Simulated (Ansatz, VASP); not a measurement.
**N in VASP and in Ansatz**

```
CELL_PARAMETERS angstrom
9.00000 0.00000 0.00000
0.00000 9.50000 0.00000
0.00000 0.00000 10.00000
ATOMIC_POSITIONS crystal
N 0.50000 0.50000 0.44536
N 0.50000 0.50000 0.55464
```

Alike in both runs: functional r2SCAN; k mesh 1 × 1 × 1; occupations fermi-dirac, width 0.02 eV; no spin polarisation.

Ansatz relaxed the structure, and its values are those at the end. VASP's run is a single point on that final structure, the one shown.

```csv
,VASP,Ansatz
version,VASP 6.6.1,Ansatz 0.2.0
potentials or method,"VASP PAW PBE potentials, release 64 (N), cutoff 520 eV","plane waves, PAW"
valence electrons in the cell,10,10
```

```tsv
	VASP	Ansatz	Ansatz less VASP
rms of the force components (eV/Å)	1.364	0.000	-1.3642
```

VASP's potentials were made for PBE, not for r2SCAN. One of these differences is far larger than is usual between the two programs; its cause wasn't traced. Ansatz's warnings: stress scf threshold loose.

Noted on VASP's run: the standard files for N, O and F lose accuracy on very short bonds.
